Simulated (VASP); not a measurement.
# TaN (F-43m) in VASP: vibrations by perturbation theory with PBEsol

Aim: the vibrations by perturbation theory of TaN with PBEsol.

Everything below comes from runs of VASP 6.6.1. Logs are shortened: lines on timing, memory, paths and dates and some standing lists are left out, and cuts for length are marked.

**1. The cell of the first run**

It takes space group F-43m (No. 216, cubic). Conventional cell: a = 4.982 Å, b = 4.982 Å, c = 4.982 Å, α = 90.00°, β = 90.00°, γ = 90.00°. Within 2.9 Å of Ta (site symmetry -43m) lie 4 N at 2.16 Å. Within 2.9 Å of N (site symmetry -43m) lie 4 Ta at 2.16 Å.

**2. Vibrations by perturbation theory, PBEsol**

File INCAR:

```
  PREC = Accurate
  ENCUT = 520
  EDIFF = 1E-8
  ISMEAR = -1
  SIGMA = 0.05
  LREAL = F
  LASPH = T
  NELM = 100
  ALGO = Normal
  ISIF = 2
  LWAVE = F
  LCHARG = T
  GGA = PS
  NBANDS = 15
  IBRION = 8
  NSW = 1
```

File KPOINTS:

```
regular mesh
0
Gamma
  8 8 8
```

File POSCAR:

```
TaN
1.0
    0.0000000000      2.4911437700      2.4911437700
    2.4911437700      0.0000000000      2.4911437700
    2.4911437700      2.4911437700      0.0000000000
Ta N
1 1
Direct
    0.0000000000      0.0000000000      0.0000000000
    0.2500000000      0.2500000000      0.2500000000
```

Potentials or basis: VASP PAW PBE potentials, release 64 (Ta_pv, N).

Run with:

```
> cat potpaw_PBE.64/Ta_pv/POTCAR potpaw_PBE.64/N/POTCAR > POTCAR
> mpirun -np 1 vasp_std > vasp.out
```

OUTCAR:

```text
PREC = Accurate
   ENCUT = 520
   EDIFF = 1E-8
   ISMEAR = -1
   LREAL = F
   LASPH = T
   NELM = 100
   ISIF = 2
   GGA = PS
   IBRION = 8
   NSW = 1

 ion  position               nearest neighbor table
   1  0.000  0.000  0.000-   2 2.16   2 2.16   2 2.16   2 2.16
   2  0.250  0.250  0.250-   1 2.16   1 2.16   1 2.16   1 2.16

  LATTYP: Found a face centered cubic cell.
 ALAT       =     4.9822875400

  Lattice vectors:

 A1 = (   0.0000000000,   2.4911437700,   2.4911437700)
 A2 = (   2.4911437700,   0.0000000000,   2.4911437700)
 A3 = (   2.4911437700,   2.4911437700,   0.0000000000)

Analysis of symmetry for initial positions (statically):
=====================================================================
 Subroutine PRICEL returns:
 Original cell was already a primitive cell.

 Routine SETGRP: Setting up the symmetry group for a
 face centered cubic supercell.

 Subroutine GETGRP returns: Found 24 space group operations
 (whereof 24 operations were pure point group operations)
 out of a pool of 48 trial point group operations.

The static configuration has the point symmetry T_d .

Analysis of symmetry for dynamics (positions and initial velocities):
=====================================================================
 Subroutine PRICEL returns:
 Original cell was already a primitive cell.

 Routine SETGRP: Setting up the symmetry group for a
 face centered cubic supercell.

 Subroutine GETGRP returns: Found 24 space group operations
 (whereof 24 operations were pure point group operations)
 out of a pool of 48 trial point group operations.

The dynamic configuration has the point symmetry T_d .

 Subroutine INISYM returns: Found 24 space group operations
 (whereof 24 operations are pure point group operations),
 and found     1 'primitive' translations

----------------------------------------------------------------------------------------

[... 591 lines left out ...]
  external PRESSURE =    -304.3443800 kB  Pullay stress =       0.0000000 kB

 VOLUME and BASIS-vectors are now :
 -----------------------------------------------------------------------------
  energy-cutoff  :      520.00
  volume of cell :       30.92
      direct lattice vectors                 reciprocal lattice vectors
     0.000000000  2.491143770  2.491143770    -0.200711017  0.200711017  0.200711017
     2.491143770  0.000000000  2.491143770     0.200711017 -0.200711017  0.200711017
     2.491143770  2.491143770  0.000000000     0.200711017  0.200711017 -0.200711017

 POSITION                                       TOTAL-FORCE (eV/Angst)
 -----------------------------------------------------------------------------------
      0.00000      0.00000      0.00000         0.000000      0.000000     -0.000000
      1.24557      1.24557      1.24557        -0.000000     -0.000000      0.000000
 -----------------------------------------------------------------------------------
    total drift:                               -0.000000     -0.000000     -0.000000

  FREE ENERGIE OF THE ION-ELECTRON SYSTEM (eV)
  ---------------------------------------------------
  free  energy   TOTEN  =       -22.2073203711 eV

  energy  without entropy=      -22.1958536559  energy(sigma->0) =      -22.20158701

[... ionic steps 2 to 3 ...]

--------------------------------------- Ionic step        4  -------------------------------------------

------------------------ aborting loop because EDIFF is reached ----------------------------------------

[... ionic steps 5 to 6 ...]

--------------------------------------- Ionic step        7  -------------------------------------------

 Free energy of the ion-electron system (eV)
  ---------------------------------------------------
  ---------------------------------------------------
  free energy    TOTEN  =        -0.23266634 eV

  energy without entropy =       -0.23266634

------------------------ aborting loop because EDIFF is reached ----------------------------------------

 INTERNAL STRAIN TENSOR  FOR ION    2  DIRECTION 1   (eV/Angst):
 -----------------------------------------------------------------------------
    -0.02806 -0.00000  0.00000
    -0.00000  0.01239 -2.72248
     0.00000 -2.72248  0.01239

 INTERNAL STRAIN TENSOR FOR ION    2 for displacements in x,y,z  (eV/Angst):
          X           Y           Z          XY          YZ          ZX
  --------------------------------------------------------------------------------
  x     0.00000     0.00000     0.00000     0.00000    -2.72248    -0.00000
  y     0.00000     0.00000     0.00000     0.00000     0.00000    -2.72248
  z     0.00000     0.00000     0.00000    -2.72248    -0.00000     0.00000

 SECOND DERIVATIVES (NOT SYMMETRIZED)
 ------------------------------------
               1X          1Y          1Z          2X          2Y          2Z
  1X    -1.395716    0.000000    0.000000    1.395716    0.000000    0.000000
  1Y     0.000000   -1.395716    0.000000    0.000000    1.395716    0.000000
  1Z     0.000000    0.000000   -1.395716    0.000000    0.000000    1.395716
  2X     1.395074    0.000000    0.000000   -1.395074    0.000000    0.000000
  2Y     0.000000    1.395074    0.000000    0.000000   -1.395074    0.000000
  2Z     0.000000    0.000000    1.395074    0.000000    0.000000   -1.395074

 Eigenvectors and eigenvalues of the dynamical matrix
 ----------------------------------------------------

   1 f  =    5.122249 THz    32.184039 2PiTHz  170.859830 cm-1    21.183910 meV
             X         Y         Z           dx          dy          dz
      0.000000  0.000000  0.000000     0.000000    0.268048   -0.000000
      1.245572  1.245572  1.245572    -0.000000   -0.963406    0.000000
[... 21 lines left out ...]
   6 f/i=    0.000304 THz     0.001912 2PiTHz    0.010151 cm-1     0.001259 meV
             X         Y         Z           dx          dy          dz
      0.000000  0.000000  0.000000     0.823224   -0.492623   -0.088179
      1.245572  1.245572  1.245572     0.229045   -0.137062   -0.024534

--------------------------------------------------------------------------------------------------------

 ELASTIC MODULI CONTR FROM IONIC RELAXATION (kBar)
 Direction    XX          YY          ZZ          XY          YZ          ZX
 --------------------------------------------------------------------------------
 XX          -0.0000     -0.0000     -0.0000      0.0000      0.0000      0.0000
 YY          -0.0000     -0.0000     -0.0000      0.0000      0.0000     -0.0000
 ZZ          -0.0000     -0.0000     -0.0000      0.0000      0.0000      0.0000
 XY           0.0000      0.0000      0.0000   -180.8475      0.0000     -0.0000
 YZ           0.0000      0.0000      0.0000      0.0000   -180.8475      0.0000
 ZX           0.0000     -0.0000      0.0000     -0.0000      0.0000   -180.8475
 --------------------------------------------------------------------------------
```

OSZICAR:

```text
N       E                     dE             d eps       ncg     rms          rms(c)
DAV:   1     0.964951950580E+02    0.96495E+02   -0.86770E+03   870   0.105E+03
DAV:   2    -0.217908957914E+02   -0.11829E+03   -0.11168E+03  1115   0.287E+02
DAV:   3    -0.256000167521E+02   -0.38091E+01   -0.37862E+01   968   0.495E+01
DAV:   4    -0.256238802088E+02   -0.23863E-01   -0.23845E-01  1129   0.441E+00
[... 43 lines left out ...]
RMM:  10    -0.232666310483E+00    0.31973E-06    0.39254E-10  5744   0.787E-05    0.151E-05
RMM:  11    -0.232666367851E+00   -0.57368E-07   -0.11683E-10  5530   0.251E-05    0.560E-06
RMM:  12    -0.232666339005E+00    0.28846E-07    0.27382E-09  5504   0.101E-05    0.150E-06
RMM:  13    -0.232666338722E+00    0.28226E-09   -0.57260E-10  4882   0.416E-06    0.632E-07
 Linear response finished
```

Wall time 2.6 min (1 thread of Intel Xeon Platinum 8259CL at 2.50GHz (Skylake/Cascade Lake), shared host); peak memory 0.26 GiB.

What came out:

```
Highest phonon frequency at Γ, LO-TO splitting left out : 171 cm⁻¹
```

Phonon frequencies in cm⁻¹ (negative: imaginary):
```
              q point        frequencies
(0.000, 0.000, 0.000)  0 0 0 171 171 171
```

Caveat: the cell wasn't relaxed at this level first, which shifts response properties; the PAW data sets were made with another functional, which shifts forces and pressure a little; spin-orbit coupling is left out, which moves the levels of the heavy elements.
